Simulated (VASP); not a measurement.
Write the native input for VASP 6.6.1 that does the following.

* Task: electric field gradients
* Functional: PBE
* Potentials or basis: VASP PAW PBE potentials, release 64 (Ag, Cl)
* Cutoff: 520 eV
* k mesh: 9 × 9 × 9
* Occupations: fermi-dirac, width 0.01 eV
* Spin: no spin polarisation
* Dipole correction: no
* Further INCAR settings: ALGO = Normal; EDIFF = 1e-08; NBANDS = 16

The structure of AgCl lies in POSCAR:

```
AgCl
1.0
    3.4339730000      0.0000000000      0.0000000000
    0.0000000000      3.4339730000      0.0000000000
    0.0000000000      0.0000000000      3.3996332700
Ag Cl
1 1
Direct
    0.0000000000      0.0000000000      0.0000000000
    0.5000000000      0.5000000000      0.5000000000
```

This cell differs from its parent crystal: zz strain of -1 %.

One way to write it, as run:

INCAR

```
PREC = Accurate
ENCUT = 520
EDIFF = 1E-8
ISMEAR = -1
SIGMA = 0.01
LREAL = F
LASPH = T
NELM = 100
ALGO = Normal
ISIF = 2
LWAVE = F
LCHARG = F
GGA = PE
LEFG = T
NBANDS = 16
```

KPOINTS

```
regular mesh
0
Gamma
  9 9 9
```

Potentials or basis: VASP PAW PBE potentials, release 64 (Ag, Cl).

Command:

```console
$ cat potpaw_PBE.64/Ag/POTCAR potpaw_PBE.64/Cl/POTCAR > POTCAR
$ mpirun -np 1 vasp_std > vasp.out
```

Results of the run:

```yaml
Pressure: 0.2 GPa
Band_gap_on_the_k_mesh: 0.60 eV (least direct gap 2.05 eV)
Largest_electric_field_gradient_by_atom: Ag +1.0; Cl -4.7 V/Å²
```

Caveat: the cell differs from its parent crystal (zz strain of -1 %); without QUAD_EFG the Cq values of the log hold for a quadrupole moment of 1 mb, not for the nuclei; an odd mesh through Γ misses points on the zone boundary, where band edges can lie.

Run time: 40 s on 1 thread of AMD EPYC 7R13 Processor (Zen 3), with other jobs on the host, peak memory 0.15 GiB.
